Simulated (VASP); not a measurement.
Crystal: Te.

```xyz
1
Lattice="2.1333 -2.3323 0.0000 2.1333 2.3323 0.0000 0.0000 0.0000 3.2772" Properties=species:S:1:pos:R:3 pbc="T T T"
Te    2.1333    0.0000    1.6386
```

```yaml
Program: VASP 6.6.1
Task: relaxation of cell and atoms
Functional: PBE
Potentials_or_basis: VASP PAW PBE potentials, release 64 (Te)
Cutoff: 600 eV
k_mesh: 18 × 18 × 16
Occupations: gaussian, width 0.1 eV
Spin: no spin polarisation
```

At the start: pressure 0.2 GPa; volume 32.61 Å³/atom.

Where does the relaxation end?

Over 12 steps the energy falls by 6.2 meV/atom and the volume is 32.75 Å³/atom (+0.4 %); space group Pm-3m (No. 221, to 0.05 Å).

Step by step:
```
step  energy change (eV)  largest force (eV/Å)  pressure (GPa)  volume (Å³)
   1              0.0000                0.0000            0.15        32.61
   2             -0.0031                0.0000           -0.14        32.75
   3             -0.0037                0.0000           -0.33        32.87
   4             -0.0037                0.0000           -0.31        32.85
   5             -0.0044                0.0000            0.19        32.55
   6             -0.0044                0.0000            0.20        32.54
   7             -0.0051                0.0000            0.16        32.59
   8             -0.0059                0.0000            0.07        32.68
   9             -0.0061                0.0000           -0.13        32.84
  10             -0.0062                0.0000           -0.07        32.80
  11             -0.0062                0.0000            0.14        32.67
  12             -0.0062                0.0000            0.00        32.75
```

Final structure:
```cif
data_structure
_symmetry_space_group_name_H-M 'P 1'
_symmetry_Int_Tables_number 1
_cell_length_a 3.1872
_cell_length_b 3.1872
_cell_length_c 3.2242
_cell_angle_alpha 90.000
_cell_angle_beta 90.000
_cell_angle_gamma 90.103
_cell_volume 32.75
loop_
_atom_site_label
_atom_site_type_symbol
_atom_site_fract_x
_atom_site_fract_y
_atom_site_fract_z
_atom_site_occupancy
Te1 Te 0.50000 0.50000 0.50000 1
```
